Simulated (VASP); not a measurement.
Input of a VASP 6.6.1 run:

Contents of INCAR:

```
ALGO = Normal ; EDIFF = 1E-6
ENCUT = 520 ; GGA = PS
ISIF = 2 ; ISMEAR = 0
LASPH = T ; LCHARG = F
LREAL = F ; LWAVE = F
NBANDS = 28 ; NELM = 80
PREC = Accurate ; SIGMA = 0.01
```

File KPOINTS:

```
k-points
0
Gamma
  6 6 6
```

POSCAR

```
BaTiO3
1.0
    2.8645730690      1.6538620291      2.3489021661
   -2.8645730690      1.6538620291      2.3489021661
    0.0000000000     -3.3077240581      2.3489021661
Ba Ti O
1 1 3
Direct
    0.0000000000      0.0000000000      0.0000000000
    0.4845000000      0.4845000000      0.4845000000
    0.5086000000      0.5086000000      0.0175000000
    0.0175000000      0.5086000000      0.5086000000
    0.5086000000      0.0175000000      0.5086000000
```

Potentials or basis: VASP PAW PBE potentials, release 64 (Ba_sv, Ti_sv, O).

The run is started by

```sh
$ cat potpaw_PBE.64/Ba_sv/POTCAR potpaw_PBE.64/Ti_sv/POTCAR potpaw_PBE.64/O/POTCAR > POTCAR
$ mpirun -np 1 vasp_std > vasp.out
```

(1) Predict the pressure.

(2) What does it give for the band gap on the k mesh?

(3) What does it give for the largest force?

Answers

(1) -5.7 GPa.

(2) 2.24 eV, indirect (least direct gap 2.67 eV).

(3) 0.258 eV/Å.

Caveat: the PAW data sets were made with another functional, which shifts forces and pressure a little; spin-orbit coupling is left out, which moves the levels of the heavy elements.
